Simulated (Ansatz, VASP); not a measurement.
## One calculation of InSb, two programs

```
CELL_PARAMETERS angstrom
0.00000 3.26008 3.26008
3.26008 0.00000 3.26008
3.26008 3.26008 0.00000
ATOMIC_POSITIONS crystal
In 0.00000 0.00000 0.00000
Sb 0.25000 0.25000 0.25000
```

Alike in both runs: functional PBEsol; k mesh 14 × 14 × 14; occupations gaussian, width 0.1 eV; no spin polarisation.

Ansatz relaxed the structure, and its values are those at the end. VASP's run is a single point on that final structure, the one shown.

```csv
,VASP,Ansatz
version,VASP 6.6.1,Ansatz 0.2.0
potentials or method,"VASP PAW PBE potentials, release 64 (In_d, Sb), cutoff 500 eV","scalar-relativistic, plane waves, PAW"
valence electrons in the cell,18,28
```

```csv
,VASP,Ansatz,Ansatz less VASP
gap on the k mesh at the Fermi level (eV),none,none,-
pressure (GPa),0.0,0.0,-0.01
```

VASP's potentials were made for PBE, not for PBEsol, and Ansatz warns of the same on its side. A gap of «none» marks a metal or a gap that the smearing closes. VASP's potentials hold 18 valence electrons a cell and Ansatz's 28, so a difference there can come from the potentials and not from the codes.

Spin-orbit coupling is off throughout.
